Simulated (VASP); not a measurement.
Wanted: the native input for a VASP 6.6.1 run.

```
Task                   : relaxation of cell and atoms
Functional             : PBE
Potentials or basis    : VASP PAW PBE potentials, release 64 (Ru_pv, Al)
Cutoff                 : 600 eV
k mesh                 : 13 × 13 × 13
Occupations            : fermi-dirac, width 0.08 eV
Spin                   : no spin polarisation
Target pressure        : 110 GPa
Dipole correction      : no
Further INCAR settings : ALGO = Normal; EDIFF = 1e-07; IBRION = 2; EDIFFG = -0.005; NSW = 60; ISIF = 3
```

The structure of AlRu (zincblende type) lies in POSCAR:

```
AlRu
1.0
    0.0000000000      2.2796849482      2.2796849482
    2.2796849482      0.0000000000      2.2796849482
    2.2796849482      2.2796849482      0.0000000000
Ru Al
1 1
Direct
    0.0000000000      0.0000000000      0.0000000000
    0.2500000000      0.2500000000      0.2500000000
```

The input as run:

INCAR

```
SYSTEM = AlRu
PREC     = Accurate       ! precision mode
ENCUT    = 600            ! plane-wave cutoff, eV
EDIFF    = 1E-7           ! SCF threshold, eV
ISMEAR   = -1             ! smearing method
SIGMA    = 0.08           ! smearing width, eV
LREAL    = .FALSE.        ! projectors in reciprocal space
LASPH    = .TRUE.         ! aspherical terms in the spheres
NELM     = 100            ! most SCF steps
ALGO     = Normal         ! electronic algorithm
ISIF     = 3              ! what is computed and relaxed
LWAVE    = .FALSE.        ! write WAVECAR
LCHARG   = .FALSE.        ! write CHGCAR
GGA      = PE             ! functional
IBRION   = 2              ! ionic algorithm
NSW      = 60             ! ionic steps
EDIFFG   = -0.005         ! ionic threshold
PSTRESS  = 1100.0
```

KPOINTS

```
Automatic mesh
0
G
  13 13 13
  0 0 0
```

Potentials or basis: VASP PAW PBE potentials, release 64 (Ru_pv, Al).

Run with:

```console
$ cat potpaw_PBE.64/Ru_pv/POTCAR potpaw_PBE.64/Al/POTCAR > POTCAR
$ mpirun -np 1 vasp_std > vasp.out
```

It gave:

```json
{
  "Relaxed volume": "12.67 Å³/atom",
  "Relaxed cell": "a = 3.297 Å, b = 3.297 Å, c = 3.297 Å, α = 60.00°, β = 60.00°, γ = 60.00°",
  "Space group after relaxing (to 0.05 Å)": "F-43m (No. 216)",
  "Energy change on relaxing (the enthalpy is what falls)": "-647.0 meV/atom",
  "Ionic steps": "17",
  "Pressure after relaxing": "110.0 GPa"
}
```

Caveat: the cell is relaxed towards a set pressure, so the enthalpy falls and the energy may rise.

Run time: 4.8 min on 1 thread of AMD EPYC 7R43 64-Core Processor (Zen 3) (shared host), peak memory 0.15 GiB.
